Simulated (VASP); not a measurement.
# Mg (P6/mmm) in VASP: further runs

The runs below take Mg through single point, with LDA.

Program: VASP 6.6.1. These are calculated values, not measurements. Logs are shortened: lines on timing, memory, paths and dates and some standing lists are left out, and cuts for length are marked.

**1. The cell of the first run**

Symmetry: P6/mmm, No. 191, hexagonal system. Conventional cell: a = 4.868 Å, b = 4.868 Å, c = 2.950 Å, α = 90.00°, β = 90.00°, γ = 120.00°. Within 3.9 Å of Mg (site symmetry 6/mmm) lie 14 Mg at 2.95 to 3.17 Å. Mg (site symmetry -6m2) has 11 Mg at 2.81 to 3.17 Å within 3.7 Å.

**2. Single point, LDA (volume scaled by 0.92)**

The input, INCAR:

```
PREC     = Accurate       # precision mode
ENCUT    = 520            # plane-wave cutoff, eV
EDIFF    = 1E-7           # SCF threshold, eV
ISMEAR   = -1             # smearing method
SIGMA    = 0.1            # smearing width, eV
LREAL    = False          # projectors in reciprocal space
LASPH    = True           # aspherical terms in the spheres
NELM     = 100            # most SCF steps
ALGO     = Normal         # electronic algorithm
ISIF     = 2              # what is computed and relaxed
LWAVE    = False          # write WAVECAR
LCHARG   = True           # write CHGCAR
LELF     = True           # ELF
LVHAR    = True         
NBANDS   = 10             # bands
```

The input, KPOINTS:

```
Automatic mesh
0
Gamma
  8 8 12
```

The input, POSCAR:

```
Mg
1.0
    4.8677228917      0.0000000000      0.0000000000
   -2.4338614458      4.2155716828      0.0000000000
    0.0000000000      0.0000000000      2.9497472708
Mg
3
Direct
    1.0000000000      0.0000000000      0.0000000000
    0.3333333333      0.6666666667      0.5000000000
    0.6666666667      0.3333333333      0.5000000000
```

Potentials or basis: VASP PAW LDA potentials, release 64 (Mg).

Launch:

```sh
$ cat potpaw_LDA.64/Mg/POTCAR > POTCAR
$ mpirun -np 1 vasp_std > vasp.out
```

OUTCAR:

```text
PREC = Accurate
   ENCUT = 520
   EDIFF = 1E-7
   ISMEAR = -1
   LREAL = False
   LASPH = True
   NELM = 100
   ISIF = 2

 ion  position               nearest neighbor table
   1  0.000  0.000  0.000-   2 3.17   3 3.17   2 3.17   3 3.17   2 3.17   2 3.17   3 3.17   3 3.17
                             3 3.17   3 3.17   2 3.17   2 3.17
   2  0.333  0.667  0.500-   3 2.81   3 2.81   3 2.81   1 3.17   1 3.17   1 3.17   1 3.17   1 3.17
                             1 3.17
   3  0.667  0.333  0.500-   2 2.81   2 2.81   2 2.81   1 3.17   1 3.17   1 3.17   1 3.17   1 3.17
                             1 3.17

  LATTYP: Found a hexagonal cell.
 ALAT       =     4.8677228917
 C/A-ratio  =     0.6059809353

  Lattice vectors:

 A1 = (   4.8677228917,   0.0000000000,   0.0000000000)
 A2 = (  -2.4338614458,   4.2155716828,   0.0000000000)
 A3 = (   0.0000000000,   0.0000000000,   2.9497472708)

Analysis of symmetry for initial positions (statically):
=====================================================================
 Subroutine PRICEL returns:
 Original cell was already a primitive cell.

 Routine SETGRP: Setting up the symmetry group for a
 hexagonal supercell.

 Subroutine GETGRP returns: Found 24 space group operations
 (whereof 24 operations were pure point group operations)
 out of a pool of 24 trial point group operations.

The static configuration has the point symmetry D_6h.

Analysis of symmetry for dynamics (positions and initial velocities):
=====================================================================
 Subroutine PRICEL returns:
 Original cell was already a primitive cell.

 Routine SETGRP: Setting up the symmetry group for a
 hexagonal supercell.

 Subroutine GETGRP returns: Found 24 space group operations
 (whereof 24 operations were pure point group operations)
 out of a pool of 24 trial point group operations.

The dynamic configuration has the point symmetry D_6h.

 Subroutine INISYM returns: Found 24 space group operations
 (whereof 24 operations are pure point group operations),
 and found     1 'primitive' translations

----------------------------------------------------------------------------------------

                                     Primitive cell

  volume of cell :      60.5295

  direct lattice vectors                    reciprocal lattice vectors
     4.867722892  0.000000000  0.000000000     0.205434866  0.118607875  0.000000000
    -2.433861446  4.215571683  0.000000000     0.000000000  0.237215750  0.000000000
     0.000000000  0.000000000  2.949747271     0.000000000  0.000000000  0.339012094

  length of vectors
     4.867722892  4.867722892  2.949747271     0.237215750  0.237215750  0.339012094
[... 88 lines left out ...]
   NFREE  =      0    steps in history (QN), initial steepest desc. (CG)
   ISIF   =      2    stress and relaxation
   ISYM   =      2    0-nonsym 1-usesym 2-fastsym
   POTIM  = 0.5000    time-step for ionic-motion
   TEBEG  =    0.0;   TEEND  =   0.0 temperature during run
   PSTRESS=    0.0 pullay stress
   NELECT =       6.0000    total number of electrons
   NUPDOWN=      -1.0000    fix difference up-down
   EMIN   =  10.00;   EMAX   =-10.00  energy-range for DOS
   EFERMI =   0.00;   METHOD = LEGACY
   ISMEAR =    -1;   SIGMA  =   0.10  broadening in eV -4-tet -1-fermi 0-gaus
   EFERMI_NEDOS =   21; number of points for ismear=-14 and -15
   IALGO  =     38    algorithm
   IMIX   =      4    mixing-type and parameters
     AMIX     =   0.40;   BMIX     =  1.00
     AMIX_MAG =   1.60;   BMIX_MAG =  1.00
  volume/ion in A,a.u.               =      20.18       136.16
  Fermi-wavevector in a.u.,A,eV,Ry     =   0.757652  1.431754  7.810233  0.574036
  Thomas-Fermi vector in A             =   1.856046
   LORBIT       =      0    0 simple, 1 ext, 2 COOP (PROOUT), +10 PAW based schemes
   GGA     = CA    functional components
   LHFCALC =     F    Hartree Fock is set to
   AEXX    =    0.0000 exact exchange contribution
   IVDW    =     0    specifies the selected vdW correction
   LEPSILON=     F    determine dielectric tensor
   LRPA    =     F    only Hartree local field effects (RPA)
 non-spin polarized calculation
  energy-cutoff  :      520.00
  volume of cell :       60.53
 maximum number of plane-waves:      1661
   NGX = 19   NGY = 19   NGZ = 11

 number of electron       6.0000000 magnetization

 Free energy of the ion-electron system (eV)
  ---------------------------------------------------
  ext. energy  EPLUGINS =         0.00000000
  ---------------------------------------------------
  free energy    TOTEN  =        -5.23243862 eV

  energy without entropy =       -5.19606703  energy(sigma->0) =       -5.21425283

 E-fermi :   3.2327     XC(G=0):  -9.1055

 val. band max:        3.2276340115   @ k =   0.5000  -0.0000   0.2500
 cond. band min:       3.2748413085   @ k =   0.5000  -0.0000   0.4167
 fundamental gap:      0.0472072970
 Fermi energy:         3.2327207913

 k-point     1 :       0.0000    0.0000    0.0000
  band No.  band energies     occupation
      1      -4.3165      2.00000
      2       3.3752      0.38779
      3       3.3752      0.38779
      4       3.4254      0.25416
      5       3.4254      0.25416
      6       4.8020      0.00000
      7       4.8935      0.00000
      8      11.9393      0.00000
      9      12.3416      0.00000
     10      17.3980      0.00000
[... 287 lines left out ...]
 k-point    24 :       0.3750   -0.0000    0.1667
  band No.  band energies     occupation
      1      -2.6578      2.00000
      2      -0.6044      2.00000
      3       2.0495      1.99999
      4       2.8044      1.97278
      5       7.7883      0.00000
      6       7.8846      0.00000
      7       9.1006      0.00000
      8      10.0696      0.00000
      9      11.5439      0.00000
     10      11.6072      0.00000

 [... further k-points ...]
[... 5 lines left out ...]
  --------------------------------------------------------------------------------------
  -------------------------------------------------------------------------------------
  Total        1.2603648      1.2603648      1.2400238      0.0000000     -0.0000000      0.0000000
  in kB       33.3610497     33.3610497     32.8226380      0.0000000     -0.0000000      0.0000000
  external PRESSURE =      33.1815791 kB  Pullay stress =       0.0000000 kB

 VOLUME and BASIS-vectors are now :
 -----------------------------------------------------------------------------
  energy-cutoff  :      520.00
  volume of cell :       60.53
      direct lattice vectors                 reciprocal lattice vectors
     4.867722892  0.000000000  0.000000000     0.205434866  0.118607875  0.000000000
    -2.433861446  4.215571683  0.000000000     0.000000000  0.237215750  0.000000000
     0.000000000  0.000000000  2.949747271     0.000000000  0.000000000  0.339012094

 POSITION                                       TOTAL-FORCE (eV/Angst)
 -----------------------------------------------------------------------------------
      0.00000      0.00000      0.00000         0.000000      0.000000      0.000000
     -0.00000      2.81038      1.47487         0.000000     -0.000000      0.000000
      2.43386      1.40519      1.47487        -0.000000      0.000000      0.000000
 -----------------------------------------------------------------------------------
    total drift:                               -0.000000     -0.000000      0.000000

  FREE ENERGIE OF THE ION-ELECTRON SYSTEM (eV)
  ---------------------------------------------------
  free  energy   TOTEN  =        -5.2324386227 eV

  energy  without entropy=       -5.1960670315  energy(sigma->0) =       -5.21425283
```

stdout:

```text
POSCAR found type information on POSCAR Mg
 POSCAR found :  1 types and       3 ions
 scaLAPACK will be used
 LDA part: xc-table for (Slater(with rela. corr.)+CA(PZ))
 , standard interpolation
 POSCAR, INCAR and KPOINTS ok, starting setup
 FFT: planning ... GRIDC
 FFT: planning ... GRID_SOFT
 FFT: planning ... GRID
 WAVECAR not read
 entering main loop
```

It took 14 s on 1 thread of Intel Xeon 6975P-C (Granite Rapids), shared host; peak memory 0.17 GiB.

Results:

* Free energy: -5.2324 eV
* Pressure: 3.3 GPa
* Band gap on the k mesh: zero (band 3 reaches 7.01 eV, above the bottom of band 4 at 2.22 eV)

Caveat: the cell differs from its parent crystal (volume scaled by 0.92).

**3. Single point, LDA (volume scaled by 0.96)**

The input, INCAR:

```
SYSTEM = Mg
ALGO = Normal
EDIFF = 1E-6
ENCUT = 520
ISIF = 2
ISMEAR = -1
LASPH = .True.
LCHARG = .True.
LELF = .True.
LREAL = .False.
LVHAR = .True.
LWAVE = .False.
NBANDS = 10
NELM = 80
PREC = Accurate
SIGMA = 0.1
```

The input, KPOINTS:

```
k-points
0
Gamma
  8 8 12
  0 0 0
```

The input, POSCAR:

```
Mg
1.0
    4.9372711865      0.0000000000      0.0000000000
   -2.4686355932      4.2758022728      0.0000000000
    0.0000000000      0.0000000000      2.9918922115
Mg
3
Direct
    1.0000000000      0.0000000000      0.0000000000
    0.3333333333      0.6666666667      0.5000000000
    0.6666666667      0.3333333333      0.5000000000
```

Potentials or basis: VASP PAW LDA potentials, release 64 (Mg).

Launch:

```sh
$ cat potpaw_LDA.64/Mg/POTCAR > POTCAR
$ mpirun -np 1 vasp_std > vasp.out
```

Run time: 16 s. Hardware: 1 thread of Intel Xeon 6975P-C (Granite Rapids), shared host; peak memory 0.17 GiB.

Results (log left out):

```
Free energy            : -5.2698 eV
Pressure               : 1.3 GPa
Band gap on the k mesh : zero (band 3 reaches 6.68 eV, above the bottom of band 4 at 1.97 eV)
```

Levels at points of the mesh, in eV from the Fermi level:
```tsv
k point	band 1	band 2	band 3	band 4	band 5	band 6
(0.00, 0.00, 0.00)	-7.35	0.17	0.17	0.22	0.22	1.46
(0.50, 0.00, 0.00)	-5.32	-5.31	-1.66	-1.02	5.75	5.88
(0.00, 0.00, 0.50)	-3.36	-3.12	3.69	3.69	3.74	3.74
(0.50, 0.00, 0.50)	-1.62	-1.39	-1.15	-0.98	1.89	2.43
```

Caveat: the cell differs from its parent crystal (volume scaled by 0.96).

**4. Single point, LDA**

This run uses another cell than the first one, of 21.93 Å³/atom, 1.087 times its volume.

The input, INCAR:

```
SYSTEM = Mg
ALGO = Normal ; EDIFF = 1E-6
ENCUT = 520 ; GGA = CA
ISIF = 2 ; ISMEAR = -1
LASPH = .True. ; LCHARG = .True.
LELF = .True. ; LREAL = .False.
LVHAR = .True. ; LWAVE = .False.
NBANDS = 10 ; NELM = 80
PREC = Accurate ; SIGMA = 0.1
```

KPOINTS is that of step 3.

The input, POSCAR:

```
Mg
1.0
    5.0049134438      0.0000000000      0.0000000000
   -2.5024567219      4.3343821861      0.0000000000
    0.0000000000      0.0000000000      3.0328821299
Mg
3
Direct
    1.0000000000      0.0000000000      0.0000000000
    0.3333333333      0.6666666667      0.5000000000
    0.6666666667      0.3333333333      0.5000000000
```

Potentials or basis: VASP PAW LDA potentials, release 64 (Mg).

Launch:

```sh
$ cat potpaw_LDA.64/Mg/POTCAR > POTCAR
$ mpirun -np 1 vasp_std > vasp.out
```

OUTCAR:

```text
SYSTEM = Mg
   EDIFF = 1E-6
   ENCUT = 520
   GGA = CA
   ISIF = 2
   ISMEAR = -1
   LASPH = .True.
   LREAL = .False.
   NELM = 80
   PREC = Accurate

 ion  position               nearest neighbor table
   1  0.000  0.000  0.000-   2 3.26   3 3.26   2 3.26   3 3.26   3 3.26   3 3.26   2 3.26   2 3.26
                             3 3.26   3 3.26   2 3.26   2 3.26
   2  0.333  0.667  0.500-   3 2.89   3 2.89   3 2.89   1 3.26   1 3.26   1 3.26   1 3.26   1 3.26
                             1 3.26
   3  0.667  0.333  0.500-   2 2.89   2 2.89   2 2.89   1 3.26   1 3.26   1 3.26   1 3.26   1 3.26
                             1 3.26

  LATTYP: Found a hexagonal cell.
 ALAT       =     5.0049134438
 C/A-ratio  =     0.6059809353

  Lattice vectors:

 A1 = (   5.0049134438,   0.0000000000,   0.0000000000)
 A2 = (  -2.5024567219,   4.3343821861,   0.0000000000)
 A3 = (   0.0000000000,   0.0000000000,   3.0328821299)

Analysis of symmetry for initial positions (statically):
=====================================================================
 Subroutine PRICEL returns:
 Original cell was already a primitive cell.

 Routine SETGRP: Setting up the symmetry group for a
 hexagonal supercell.

 Subroutine GETGRP returns: Found 24 space group operations
 (whereof 24 operations were pure point group operations)
 out of a pool of 24 trial point group operations.

The static configuration has the point symmetry D_6h.

Analysis of symmetry for dynamics (positions and initial velocities):
=====================================================================
 Subroutine PRICEL returns:
 Original cell was already a primitive cell.

 Routine SETGRP: Setting up the symmetry group for a
 hexagonal supercell.

 Subroutine GETGRP returns: Found 24 space group operations
 (whereof 24 operations were pure point group operations)
 out of a pool of 24 trial point group operations.

The dynamic configuration has the point symmetry D_6h.

 Subroutine INISYM returns: Found 24 space group operations
 (whereof 24 operations are pure point group operations),
 and found     1 'primitive' translations

[... 121 lines left out ...]
   GGA     = CA    functional components
   LHFCALC =     F    Hartree Fock is set to
   AEXX    =    0.0000 exact exchange contribution
   IVDW    =     0    specifies the selected vdW correction
   LEPSILON=     F    determine dielectric tensor
   LRPA    =     F    only Hartree local field effects (RPA)
 non-spin polarized calculation
  energy-cutoff  :      520.00
  volume of cell :       65.79
 maximum number of plane-waves:      1800
 NGX is ok and might be reduce to    40
   NGX = 19   NGY = 19   NGZ = 11

 number of electron       6.0000000 magnetization

 Free energy of the ion-electron system (eV)
  ---------------------------------------------------
  ext. energy  EPLUGINS =         0.00000000
  ---------------------------------------------------
  free energy    TOTEN  =        -5.27709464 eV

  energy without entropy =       -5.23796778  energy(sigma->0) =       -5.25753121

 E-fermi :   2.7614     XC(G=0):  -8.8277

 val. band max:        2.7604436222   @ k =   0.3750   0.2500   0.5000
 cond. band min:       2.7771498505   @ k =   0.1250   0.0000   0.0000
 fundamental gap:      0.0167062283
 Fermi energy:         2.7614429000

 k-point     1 :       0.0000    0.0000    0.0000
  band No.  band energies     occupation
      1      -4.4073      2.00000
      2       2.9530      0.25673
      3       2.9530      0.25673
      4       3.0058      0.15975
      5       3.0058      0.15975
      6       4.1094      0.00000
      7       4.1724      0.00000
      8      10.9456      0.00000
      9      11.3850      0.00000
     10      16.2906      0.00000
[... 287 lines left out ...]
 k-point    24 :       0.3750    0.0000    0.1667
  band No.  band energies     occupation
      1      -2.8370      2.00000
      2      -0.8866      2.00000
      3       1.6875      1.99996
      4       2.2990      1.98058
      5       7.1640      0.00000
      6       7.2255      0.00000
      7       8.2121      0.00000
      8       9.2485      0.00000
      9      10.6030      0.00000
     10      10.7840      0.00000

 [... further k-points ...]
[... 5 lines left out ...]
  --------------------------------------------------------------------------------------
  -------------------------------------------------------------------------------------
  Total       -0.1543134     -0.1543134     -0.1288478      0.0000000     -0.0000000     -0.0000000
  in kB       -3.7578114     -3.7578114     -3.1376768      0.0000000     -0.0000000     -0.0000000
  external PRESSURE =      -3.5510999 kB  Pullay stress =       0.0000000 kB

 VOLUME and BASIS-vectors are now :
 -----------------------------------------------------------------------------
  energy-cutoff  :      520.00
  volume of cell :       65.79
      direct lattice vectors                 reciprocal lattice vectors
     5.004913444  0.000000000  0.000000000     0.199803655  0.115356694  0.000000000
    -2.502456722  4.334382186  0.000000000     0.000000000  0.230713388  0.000000000
     0.000000000  0.000000000  3.032882130     0.000000000  0.000000000  0.329719375

 POSITION                                       TOTAL-FORCE (eV/Angst)
 -----------------------------------------------------------------------------------
      0.00000      0.00000      0.00000         0.000000      0.000000      0.000000
     -0.00000      2.88959      1.51644        -0.000000      0.000000      0.000000
      2.50246      1.44479      1.51644        -0.000000      0.000000     -0.000000
 -----------------------------------------------------------------------------------
    total drift:                                0.000000     -0.000000     -0.000000

  FREE ENERGIE OF THE ION-ELECTRON SYSTEM (eV)
  ---------------------------------------------------
  free  energy   TOTEN  =        -5.2770946391 eV

  energy  without entropy=       -5.2379677751  energy(sigma->0) =       -5.25753121
```

stdout:

```text
POSCAR found type information on POSCAR Mg
 POSCAR found :  1 types and       3 ions
 scaLAPACK will be used
 LDA part: xc-table for (Slater(with rela. corr.)+CA(PZ))
 , standard interpolation
 POSCAR, INCAR and KPOINTS ok, starting setup
 FFT: planning ... GRIDC
 FFT: planning ... GRID_SOFT
 FFT: planning ... GRID
 WAVECAR not read
 entering main loop
```

It took 17 s on 1 thread of Intel Xeon 6975P-C (Granite Rapids), shared host; peak memory 0.17 GiB.

What came out:

* Free energy: -5.2771 eV
* Pressure: -0.4 GPa
* Band gap on the k mesh: zero (band 3 reaches 6.34 eV, above the bottom of band 4 at 1.74 eV)

Levels at points of the mesh, in eV from the Fermi level:
| k point | band 1 | band 2 | band 3 | band 4 | band 5 | band 6 | band 7 |
| --- | --- | --- | --- | --- | --- | --- | --- |
| (0.00, 0.00, 0.00) | -7.17 | 0.19 | 0.19 | 0.24 | 0.24 | 1.35 | 1.41 |
| (0.50, 0.00, 0.00) | -5.19 | -5.18 | -1.60 | -1.02 | 5.65 | 5.77 | 6.42 |
| (0.00, 0.00, 0.50) | -3.29 | -3.03 | 3.58 | 3.58 | 3.71 | 3.71 | 3.97 |
| (0.50, 0.00, 0.50) | -1.57 | -1.33 | -1.16 | -0.95 | 1.85 | 2.43 | 2.93 |

**5. The runs side by side**

```tsv
cell	gap on the mesh (eV)	pressure (GPa)
a = 4.868, b = 4.868, c = 2.950 Å, angles 90.0, 90.0, 120.0°, 3 atoms	none	3.3
a = 4.937, b = 4.937, c = 2.992 Å, angles 90.0, 90.0, 120.0°, 3 atoms	none	1.3
a = 5.005, b = 5.005, c = 3.033 Å, angles 90.0, 90.0, 120.0°, 3 atoms	none	-0.4
```

Alike in all rows: task single point; level LDA; potentials or basis VASP PAW LDA potentials, release 64 (Mg); no spin polarisation; k mesh 8 × 8 × 12; cutoff (eV) 520; smearing fermi-dirac 0.1 eV.

Absolute energies hang on the potentials; compare differences alone.
